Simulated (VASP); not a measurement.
CoSn3: single point with r2SCAN

The system is CoSn3.

```xyz
4
Lattice="4.4046 0.0000 0.0000 0.0000 4.4046 0.0000 0.0000 0.0000 4.4046" Properties=species:S:1:pos:R:3 pbc="T T T"
Sn    0.0000    2.2023    2.2023
Sn    2.2023    0.0000    2.2023
Sn    2.2023    2.2023    0.0000
Co    0.0000    0.0000    0.0000
```

| Quantity | Value |
| --- | --- |
| Program | VASP 6.6.1 |
| Task | single point |
| Functional | r2SCAN |
| Potentials or basis | VASP PAW PBE potentials, release 64 (Sn_d, Co) |
| Cutoff | 520 eV |
| k mesh | 10 × 10 × 10 |
| Occupations | gaussian, width 0.1 eV |
| Spin | no spin polarisation |
| Dipole correction | no |
| Further INCAR settings | ALGO = Normal; EDIFF = 1e-06; NBANDS = 34 |

```
Pressure               : 0.0 GPa
Band gap on the k mesh : zero (an odd number of electrons rules out a gap without spin polarisation)
```

Levels at points of the mesh, in eV from the Fermi level:
```csv
k point,band 22,band 23,band 24,band 25,band 26,band 27,band 28,band 29
"(0.00, 0.00, 0.00)",-0.68,-0.68,-0.68,-0.17,-0.17,0.36,3.32,3.32
"(0.50, 0.00, 0.00)",-0.79,-0.66,-0.41,-0.41,0.25,0.25,0.60,0.83
"(0.50, 0.50, 0.00)",-0.78,-0.66,-0.63,0.10,0.53,1.47,1.47,2.04
"(0.50, 0.50, 0.50)",-4.55,-0.99,-0.57,-0.57,-0.14,-0.14,-0.14,8.00
```

Run time: 7.2 min on 1 thread of Intel(R) Xeon(R) Platinum 8259CL CPU @ 2.50GHz (Skylake/Cascade Lake), on a shared host, peak memory 0.3 GiB.

Caveat: the PAW data sets were made with another functional, which shifts forces and pressure a little; spin-orbit coupling is left out, which moves the levels of the heavy elements; the run has no spin polarisation, though such a crystal can be magnetic. Spin polarisation is off, so any magnetic state and its effect on volume and gap are missing.
